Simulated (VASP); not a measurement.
A run of VASP 6.6.1 is set up as follows.

The input INCAR:

```
PREC = Accurate ; ENCUT = 520
EDIFF = 1E-6 ; ISMEAR = 0
SIGMA = 0.1 ; LREAL = False
LASPH = True ; NELM = 100
ALGO = Fast ; ISIF = 2
LWAVE = False ; LCHARG = False
GGA = PE ; NBANDS = 12
```

KPOINTS

```
Automatic mesh
0
Gamma
  8 8 8
```

File POSCAR:

```
Cu
1.0
   -1.4471553690      1.4337440392      1.3601266570
    1.4472463215     -1.4399025159      1.3666790560
    1.4638359032      1.4565830501     -1.3665836942
Cu
1
Direct
   -0.0017728543     -0.0219278576      0.0249258529
```

Potentials or basis: VASP PAW PBE potentials, release 64 (Cu).

Command:

```sh
$ cat potpaw_PBE.64/Cu/POTCAR > POTCAR
$ mpirun -np 1 vasp_std > vasp.out
```

Q: Estimate the pressure.

A: 8.1 GPa.

Stress tensor (GPa, compression positive):
```
 8.75 -1.05  0.02
-1.05  7.17  0.09
 0.02  0.09  8.35
```

Caveat: the k points lie up to 0.40 Å⁻¹ apart.
